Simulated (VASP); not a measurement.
# LiCl (Fm-3m) in VASP: notebook

LiCl is run at these levels: LDA; tasks: single point, relaxation of cell and atoms.

Program: VASP 6.6.1. These are calculated values, not measurements. Logs are shortened: lines on timing, memory, paths and dates and some standing lists are left out, and cuts for length are marked.

## (1) The cell of the first run

Symmetry: Fm-3m, No. 225, cubic system. The conventional cell has a = 4.965 Å, b = 4.965 Å, c = 4.965 Å, α = 90.00°, β = 90.00°, γ = 90.00°. Within 3.3 Å of Li (site symmetry m-3m) lie 6 Cl at 2.48 Å. Within 3.3 Å of Cl (site symmetry m-3m) lie 6 Li at 2.48 Å.

## (2) Single point, LDA

Input file INCAR:

```
SYSTEM = LiCl
ALGO = Normal ; EDIFF = 1E-6
ENCUT = 750 ; GGA_COMPAT = .FALSE.
ISIF = 2 ; ISMEAR = 0
LASPH = .TRUE. ; LCHARG = .TRUE.
LELF = .TRUE. ; LREAL = .FALSE.
LVHAR = .TRUE. ; LWAVE = .FALSE.
NBANDS = 12 ; NELM = 120
PREC = Accurate ; SIGMA = 0.02
```

Input file KPOINTS:

```
k-points
0
G
  8 8 8
  0 0 0
```

Input file POSCAR:

```
LiCl
1.0
    0.0000000000      2.4824993402      2.4824993402
    2.4824993402      0.0000000000      2.4824993402
    2.4824993402      2.4824993402      0.0000000000
Li Cl
1 1
Direct
    0.0000000000      0.0000000000      0.0000000000
    0.5000000000      0.5000000000      0.5000000000
```

Potentials or basis: VASP PAW LDA potentials, release 64 (Li_sv, Cl).

Started as:

```
> cat potpaw_LDA.64/Li_sv/POTCAR potpaw_LDA.64/Cl/POTCAR > POTCAR
> mpirun -np 1 vasp_std > vasp.out
```

OUTCAR:

```text
SYSTEM = LiCl
   EDIFF = 1E-6
   ENCUT = 750
   ISIF = 2
   ISMEAR = 0
   LASPH = .TRUE.
   LREAL = .FALSE.
   NELM = 120
   PREC = Accurate

 ion  position               nearest neighbor table
   1  0.000  0.000  0.000-   2 2.48   2 2.48   2 2.48   2 2.48   2 2.48   2 2.48
   2  0.500  0.500  0.500-   1 2.48   1 2.48   1 2.48   1 2.48   1 2.48   1 2.48

  LATTYP: Found a face centered cubic cell.
 ALAT       =     4.9649986804

  Lattice vectors:

 A1 = (   0.0000000000,   2.4824993402,   2.4824993402)
 A2 = (   2.4824993402,   0.0000000000,   2.4824993402)
 A3 = (   2.4824993402,   2.4824993402,   0.0000000000)

Analysis of symmetry for initial positions (statically):
=====================================================================
 Subroutine PRICEL returns:
 Original cell was already a primitive cell.

 Routine SETGRP: Setting up the symmetry group for a
 face centered cubic supercell.

 Subroutine GETGRP returns: Found 48 space group operations
 (whereof 48 operations were pure point group operations)
 out of a pool of 48 trial point group operations.

The static configuration has the point symmetry O_h .

Analysis of symmetry for dynamics (positions and initial velocities):
=====================================================================
 Subroutine PRICEL returns:
 Original cell was already a primitive cell.

 Routine SETGRP: Setting up the symmetry group for a
 face centered cubic supercell.

 Subroutine GETGRP returns: Found 48 space group operations
 (whereof 48 operations were pure point group operations)
 out of a pool of 48 trial point group operations.

The dynamic configuration has the point symmetry O_h .

 Subroutine INISYM returns: Found 48 space group operations
 (whereof 48 operations are pure point group operations),
 and found     1 'primitive' translations

----------------------------------------------------------------------------------------

                                     Primitive cell

  volume of cell :      30.5983

  direct lattice vectors                    reciprocal lattice vectors
     0.000000000  2.482499340  2.482499340    -0.201409923  0.201409923  0.201409923
     2.482499340  0.000000000  2.482499340     0.201409923 -0.201409923  0.201409923
     2.482499340  2.482499340  0.000000000     0.201409923  0.201409923 -0.201409923

  length of vectors
     3.510784235  3.510784235  3.510784235     0.348852219  0.348852219  0.348852219

  position of ions in fractional coordinates (direct lattice)
     0.000000000  0.000000000  0.000000000
     0.500000000  0.500000000  0.500000000

  ion indices of the primitive-cell ions
   primitive index   ion index
                 1           1
                 2           2

----------------------------------------------------------------------------------------

 KPOINTS: k-points

Automatic generation of k-mesh.
 Grid dimensions read from file:
 generate k-points for:    8    8    8

 Generating k-lattice:

  Cartesian coordinates                     Fractional coordinates (reciprocal lattice)
    -0.025176240  0.025176240  0.025176240     0.125000000  0.000000000  0.000000000
     0.025176240 -0.025176240  0.025176240     0.000000000  0.125000000  0.000000000
     0.025176240  0.025176240 -0.025176240     0.000000000  0.000000000  0.125000000

  Length of vectors
     0.043606527  0.043606527  0.043606527

  Shift w.r.t. Gamma in fractional coordinates (k-lattice)
     0.000000000  0.000000000  0.000000000

 Subroutine IBZKPT returns following result:
 ===========================================

 Found     29 irreducible k-points:

 Following reciprocal coordinates:
            Coordinates               Weight
  0.000000  0.000000  0.000000      1.000000
  0.125000  0.000000  0.000000      8.000000
  0.250000  0.000000  0.000000      8.000000
  0.375000  0.000000  0.000000      8.000000
  0.500000  0.000000  0.000000      4.000000
  0.125000  0.125000  0.000000      6.000000
[... 16 lines left out ...]
  0.500000  0.250000  0.125000     48.000000
 -0.375000  0.250000  0.125000     24.000000
 [... further k-points ...]
   k-points           NKPTS =     29   k-points in BZ     NKDIM =     29   number of bands    NBANDS=     12
   number of dos      NEDOS =    301   number of ions     NIONS =      2
   total plane-waves  NPLWV =  32768
   dimension x,y,z NGX =    32 NGY =   32 NGZ =   32
   dimension x,y,z NGXF=    64 NGYF=   64 NGZF=   64
   ions per type =               1   1
   NGX,Y,Z   is equivalent  to a cutoff of  15.15, 15.15, 15.15 a.u.
   NGXF,Y,Z  is equivalent  to a cutoff of  30.31, 30.31, 30.31 a.u.
 SYSTEM =  LiCl
   PREC   = accura    normal or accurate (medium, high low for compatibility)
   ISTART =      0    job   : 0-new  1-cont  2-samecut
   ICHARG =      2    charge: 1-file 2-atom 10-const
   ISPIN  =      1    spin polarized calculation?
   LNONCOLLINEAR =      F non collinear calculations
   LSORBIT =      F    spin-orbit coupling
   LASPH  =      T    aspherical Exc in radial PAW
   ENCUT  =  750.0 eV  55.12 Ry    7.42 a.u.   7.84  7.84  7.84*2*pi/ulx,y,z
   NELM   =    120;   NELMIN=  2; NELMDL= -5     # of ELM steps
   EDIFF  = 0.1E-05   stopping-criterion for ELM
   LREAL  =      F    real-space projection
[... 7 lines left out ...]
   TEBEG  =    0.0;   TEEND  =   0.0 temperature during run
   PSTRESS=    0.0 pullay stress
   NELECT =      10.0000    total number of electrons
   NUPDOWN=      -1.0000    fix difference up-down
   EMIN   =  10.00;   EMAX   =-10.00  energy-range for DOS
   EFERMI =   0.00;   METHOD = LEGACY
   ISMEAR =     0;   SIGMA  =   0.02  broadening in eV -4-tet -1-fermi 0-gaus
   EFERMI_NEDOS =   21; number of points for ismear=-14 and -15
   IALGO  =     38    algorithm
   IMIX   =      4    mixing-type and parameters
     AMIX     =   0.40;   BMIX     =  1.00
     AMIX_MAG =   1.60;   BMIX_MAG =  1.00
  volume/ion in A,a.u.               =      15.30       103.24
  Fermi-wavevector in a.u.,A,eV,Ry     =   1.127654  2.130956 17.301203  1.271603
  Thomas-Fermi vector in A             =   2.264341
   LORBIT       =      0    0 simple, 1 ext, 2 COOP (PROOUT), +10 PAW based schemes
   GGA     = CA    functional components
   LHFCALC =     F    Hartree Fock is set to
   AEXX    =    0.0000 exact exchange contribution
   IVDW    =     0    specifies the selected vdW correction
   LEPSILON=     F    determine dielectric tensor
   LRPA    =     F    only Hartree local field effects (RPA)
 non-spin polarized calculation
 Gauss-broadening in eV      SIGMA  =   0.02
  energy-cutoff  :      750.00
  volume of cell :       30.60
 maximum number of plane-waves:      1458
   NGX = 15   NGY = 15   NGZ = 15

 number of electron      10.0000000 magnetization

 number of electron       9.9999999 magnetization

 Free energy of the ion-electron system (eV)
  ---------------------------------------------------
  ext. energy  EPLUGINS =         0.00000000
  ---------------------------------------------------
  free energy    TOTEN  =        -8.09448251 eV

  energy without entropy =       -8.09448251  energy(sigma->0) =       -8.09448251

 E-fermi :   1.3274     XC(G=0):  -9.5857

 val. band max:        1.2446370834   @ k =   0.0000   0.0000   0.0000
 cond. band min:       7.7581932846   @ k =   0.5000   0.0000   0.0000
 fundamental gap:      6.5135562012
 Fermi energy:         1.3273610291

 k-point     1 :       0.0000    0.0000    0.0000
  band No.  band energies     occupation
      1     -41.0864      2.00000
      2     -12.4573      2.00000
      3       1.2446      2.00000
      4       1.2446      2.00000
      5       1.2446      2.00000
      6       7.8501      0.00000
      7      13.0581      0.00000
      8      13.0581      0.00000
      9      13.0581      0.00000
     10      15.9199      0.00000
     11      15.9847      0.00000
     12      16.0349      0.00000

 k-point     2 :       0.1250    0.0000    0.0000
  band No.  band energies     occupation
      1     -41.0856      2.00000
      2     -12.3628      2.00000
      3       0.6233      2.00000
      4       1.1949      2.00000
      5       1.1949      2.00000
      6       8.3102      0.00000
      7      12.2794      0.00000
      8      12.9863      0.00000
      9      12.9863      0.00000
     10      14.3491      0.00000
     11      14.3491      0.00000
     12      16.4096      0.00000

 k-point     3 :       0.2500    0.0000    0.0000
  band No.  band energies     occupation
      1     -41.0837      2.00000
      2     -12.1187      2.00000
      3      -0.6147      2.00000
      4       1.0825      2.00000
      5       1.0825      2.00000
      6       8.4930      0.00000
      7      11.7741      0.00000
      8      11.7741      0.00000
      9      12.4229      0.00000
     10      15.2611      0.00000
     11      15.2611      0.00000
     12      17.0518      0.00000

 k-point     4 :       0.3750    0.0000    0.0000
  band No.  band energies     occupation
      1     -41.0817      2.00000
      2     -11.8477      2.00000
      3      -1.6673      2.00000
      4       0.9800      2.00000
      5       0.9800      2.00000
      6       7.9980      0.00000
      7      10.8141      0.00000
      8      10.8141      0.00000
      9      13.9705      0.00000
     10      17.2031      0.00000
     11      17.2031      0.00000
     12      17.7904      0.00000

 k-point     5 :       0.5000    0.0000    0.0000
  band No.  band energies     occupation
      1     -41.0810      2.00000
      2     -11.7258      2.00000
      3      -2.0746      2.00000
      4       0.9401      2.00000
      5       0.9401      2.00000
      6       7.7582      0.00000
      7      10.4816      0.00000
      8      10.4816      0.00000
      9      14.9431      0.00000
     10      18.4420      0.00000
     11      18.7783      0.00000
     12      18.7783      0.00000
[... 228 lines left out ...]
      1     -41.0793      2.00000
      2     -11.3898      2.00000
      3      -2.2332      2.00000
      4      -0.0938      2.00000
      5      -0.0938      2.00000
      6       9.0890      0.00000
      7       9.0910      0.00000
      8      14.2022      0.00000
      9      15.7229      0.00000
     10      15.7229      0.00000
     11      18.6875      0.00000
     12      20.3956      0.00000

 k-point    22 :       0.3750    0.2500    0.1250
  band No.  band energies     occupation
      1     -41.0823      2.00000
      2     -11.9144      2.00000
      3      -0.8544      2.00000
      4       0.1776      2.00000
      5       0.8352      2.00000
      6       9.8780      0.00000
      7      10.7685      0.00000
      8      10.8413      0.00000
      9      13.0839      0.00000
     10      14.4201      0.00000
     11      18.0730      0.00000
     12      18.6268      0.00000

 k-point    23 :       0.5000    0.2500    0.1250
  band No.  band energies     occupation
      1     -41.0808      2.00000
      2     -11.6767      2.00000
      3      -1.4951      2.00000
      4      -0.2397      2.00000
      5       0.6467      2.00000
      6       9.5813      0.00000
      7      10.4859      0.00000
      8      11.5639      0.00000
      9      12.8848      0.00000
     10      15.8899      0.00000
     11      19.1590      0.00000
     12      19.6002      0.00000

 k-point    24 :      -0.3750    0.2500    0.1250
  band No.  band energies     occupation
      1     -41.0801      2.00000
      2     -11.5709      2.00000
      3      -1.7824      2.00000
      4      -0.3525      2.00000
      5       0.5408      2.00000
      6       9.3488      0.00000
      7      10.4515      0.00000
      8      11.7319      0.00000
      9      13.3888      0.00000
     10      17.0200      0.00000
     11      17.7614      0.00000
     12      19.9650      0.00000

 [... further k-points ...]
[... 5 lines left out ...]
  --------------------------------------------------------------------------------------
  -------------------------------------------------------------------------------------
  Total       -0.0163929     -0.0163929     -0.0163929      0.0000000      0.0000000      0.0000000
  in kB       -0.8583593     -0.8583593     -0.8583593      0.0000000      0.0000000      0.0000000
  external PRESSURE =      -0.8583593 kB  Pullay stress =       0.0000000 kB

 VOLUME and BASIS-vectors are now :
 -----------------------------------------------------------------------------
  energy-cutoff  :      750.00
  volume of cell :       30.60
      direct lattice vectors                 reciprocal lattice vectors
     0.000000000  2.482499340  2.482499340    -0.201409923  0.201409923  0.201409923
     2.482499340  0.000000000  2.482499340     0.201409923 -0.201409923  0.201409923
     2.482499340  2.482499340  0.000000000     0.201409923  0.201409923 -0.201409923

 POSITION                                       TOTAL-FORCE (eV/Angst)
 -----------------------------------------------------------------------------------
      0.00000      0.00000      0.00000        -0.000000      0.000000      0.000000
      2.48250      2.48250      2.48250         0.000000      0.000000     -0.000000
 -----------------------------------------------------------------------------------
    total drift:                               -0.000000     -0.000000      0.000000

  FREE ENERGIE OF THE ION-ELECTRON SYSTEM (eV)
  ---------------------------------------------------
  free  energy   TOTEN  =        -8.0944825093 eV

  energy  without entropy=       -8.0944825093  energy(sigma->0) =       -8.09448251
```

Run time: 6.4 s. Hardware: 1 thread of AMD EPYC 9R45 (Zen 5), shared host; peak memory 0.12 GiB.

What came out:

```
Free energy            : -8.0945 eV
Pressure               : -0.1 GPa
Band gap on the k mesh : 6.51 eV (least direct gap 6.61 eV)
```

Levels at points of the mesh, in eV from the valence-band top:
```csv
k point,band 3,band 4,band 5,band 6,band 7,band 8
"(0.00, 0.00, 0.00)",0.00,0.00,0.00,6.61,11.81,11.81
"(0.50, 0.00, 0.00)",-3.32,-0.30,-0.30,6.51,9.24,9.24
"(0.50, 0.50, 0.00)",-3.48,-1.34,-1.34,7.84,7.85,12.96
```

A k mesh can miss the band edges.

## (3) Relaxation of cell and atoms, LDA

This run uses another cell than the first one, of 17.08 Å³/atom.

Input file INCAR:

```
  ALGO = Normal
  EDIFF = 1E-7
  EDIFFG = -0.005
  ENCUT = 750
  GGA = CA
  GGA_COMPAT = F
  IBRION = 2
  ISIF = 3
  ISMEAR = 0
  LASPH = T
  LCHARG = F
  LREAL = F
  LWAVE = F
  NELM = 120
  NELMIN = 4
  NSW = 70
  PREC = Accurate
  SIGMA = 0.02
```

Input file KPOINTS:

```
k-points
0
Gamma
  8 8 8
```

Input file POSCAR:

```
LiCl
1.0
    0.0000000000      2.5751358841      2.5751358841
    2.5751358841      0.0000000000      2.5751358841
    2.5751358841      2.5751358841      0.0000000000
Li Cl
1 1
Direct
    0.0000000000      0.0000000000      0.0000000000
    0.5000000000      0.5000000000      0.5000000000
```

Potentials or basis: VASP PAW LDA potentials, release 64 (Li_sv, Cl).

Started as:

```
> cat potpaw_LDA.64/Li_sv/POTCAR potpaw_LDA.64/Cl/POTCAR > POTCAR
> mpirun -np 1 vasp_std > vasp.out
```

Run time: 22 s. Hardware: 1 thread of AMD EPYC 9R45 (Zen 5), shared host; peak memory 0.14 GiB.

Results (log left out):

- Free energy: -8.0956 eV
- Relaxed volume: 15.27 Å³/atom
- Relaxed cell: a = 3.509 Å, b = 3.509 Å, c = 3.509 Å, α = 60.00°, β = 60.00°, γ = 60.00°
- Space group after relaxing (to 0.1 Å): Fm-3m (No. 225)
- Energy gained by relaxing: 22.4 meV/atom
- Ionic steps: 4
- Pressure after relaxing: 0.0 GPa
- Band gap on the k mesh: 6.52 eV (least direct gap 6.62 eV)

Step by step:
| step | energy change (eV) | largest force (eV/Å) | pressure (GPa) | volume (Å³) |
| --- | --- | --- | --- | --- |
| 1 | 0.0000 | 0.0000 | -3.61 | 34.15 |
| 2 | -0.0333 | 0.0000 | -2.02 | 32.29 |
| 3 | -0.0446 | 0.0000 | -0.23 | 30.72 |
| 4 | -0.0447 | 0.0000 | 0.02 | 30.54 |

Final structure:
```
Li Cl
1.0
     0.00000    2.48093    2.48093
     2.48093    0.00000    2.48093
     2.48093    2.48093    0.00000
Li Cl
1 1
Cartesian
  2.4809 2.4809 4.9619
  2.4809 2.4809 2.4809
```

Levels at points of the mesh, in eV from the valence-band top:
```tsv
k point	band 3	band 4	band 5	band 6	band 7	band 8
(0.00, 0.00, 0.00)	0.00	0.00	0.00	6.62	11.81	11.81
(0.50, 0.00, 0.00)	-3.33	-0.31	-0.31	6.52	9.24	9.24
(0.50, 0.50, 0.00)	-3.49	-1.34	-1.34	7.84	7.85	12.98
```
